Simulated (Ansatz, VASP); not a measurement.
# One calculation of AlRu, two programs

```
CELL_PARAMETERS angstrom
2.99334 -0.07151 -0.07151
-0.07151 2.99334 -0.07151
-0.07151 -0.07151 2.99334
ATOMIC_POSITIONS crystal
Al 0.00000 0.00000 0.00000
Ru 0.50000 0.50000 0.50000
```

Alike in both runs: task single point; functional PBE; k mesh 18 × 18 × 18; occupations gaussian, width 0.15 eV; no spin polarisation.

|  | VASP | Ansatz |
| --- | --- | --- |
| version | VASP 6.6.1 | Ansatz 0.2.0 |
| potentials or method | VASP PAW PBE potentials, release 64 (Al, Ru_pv), cutoff 520 eV | scalar-relativistic, plane waves, PAW |
| valence electrons in the cell | 17 | 19 |

Ansatz gave:

```
gap on the k mesh at the Fermi level (eV)                     : none
pressure (GPa)                                                : 3.7
traceless stress, the component that is largest in VASP (GPa) : 7.37
```

Problem. Which values does VASP return?

Solution. gap on the k mesh at the Fermi level (eV): none; pressure (GPa): 3.7; traceless stress, the component that is largest in VASP (GPa): 7.38.

A gap of «none» marks a metal or a gap that the smearing closes. With one functional, cell and mesh, what is left measures potentials, basis and numerics. VASP's potentials hold 17 valence electrons a cell and Ansatz's 19, so a difference there can come from the potentials and not from the codes.
